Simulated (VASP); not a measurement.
Here is a VASP 6.6.1 calculation.

Contents of POSCAR:

```
ZrSnI6
1.0
    7.3595942362      0.0655285904     -0.0561010489
    3.6241842750      6.4044209368      0.1170119337
    0.0160164122      4.0946091124      6.8287696325
Zr Sn I
1 1 6
Direct
    0.5000000000      0.0000000000      0.5000000000
    0.0000000000      0.0000000000      0.0000000000
    0.0880885592      0.1834652028      0.2592107850
    0.9119114408      0.8165347972      0.7407892150
    0.2715389348      0.1711577967      0.7408026013
    0.7284610652      0.8288422033      0.2591973987
    0.4426657026      0.4692613316      0.2592080420
    0.5573342974      0.5307386684      0.7407919580
```

The input INCAR.step1:

```
SYSTEM = ZrSnI6
  ALGO = Normal
  EDIFF = 1E-5
  ENCUT = 550
  GGA = PE
  GGA_COMPAT = .False.
  ISMEAR = -1
  KPAR = 4
  LASPH = .True.
  LCHARG = .False.
  LREAL = .False.
  LWAVE = .True.
  NBANDS = 44
  NELM = 120
  PREC = Accurate
  SIGMA = 0.03
```

INCAR.step2

```
SYSTEM = ZrSnI6
  ALGO = Normal
  BPARAM = 11.95
  CPARAM = 0.0093
  EDIFF = 1E-6
  ENCUT = 550
  GGA_COMPAT = .False.
  ISIF = 2
  ISMEAR = -1
  ISTART = 1
  IVDW_NL = 2
  KPAR = 4
  LASPH = .True.
  LCHARG = .False.
  LMIXTAU = .True.
  LREAL = .False.
  LUSE_VDW = .True.
  LWAVE = .False.
  METAGGA = R2SCAN
  NBANDS = 44
  NELM = 120
  PREC = Accurate
  SIGMA = 0.03
```

File KPOINTS:

```
k-points
0
Gamma
  6 6 6
  0 0 0
```

Potentials or basis: VASP PAW PBE potentials, release 64 (Zr_sv, Sn_d, I).

The run is started by

```bash
$ cat potpaw_PBE.64/Zr_sv/POTCAR potpaw_PBE.64/Sn_d/POTCAR potpaw_PBE.64/I/POTCAR > POTCAR
$ cp INCAR.step1 INCAR
$ mpirun -np 4 vasp_std > vasp.out
$ cp INCAR.step2 INCAR
$ mpirun -np 4 vasp_std > vasp.out
```

Q: Estimate the band gap on the k mesh.

A: 1.20 eV (least direct gap 1.46 eV).

Q: Predict the largest force.

A: 0.011 eV/Å.

Forces on the atoms (eV/Å):
```
Zr   0.000  0.000  0.000
Sn   0.000  0.000  0.000
I   -0.004  0.005  0.009
I    0.004 -0.005 -0.009
I    0.002  0.006 -0.009
I   -0.002 -0.006  0.009
I    0.007  0.001  0.009
I   -0.007 -0.001 -0.009
```

Caveat: the PAW data sets were made with another functional, which shifts forces and pressure a little; spin-orbit coupling is left out, which moves the levels of the heavy elements. A k mesh can miss the band edges.
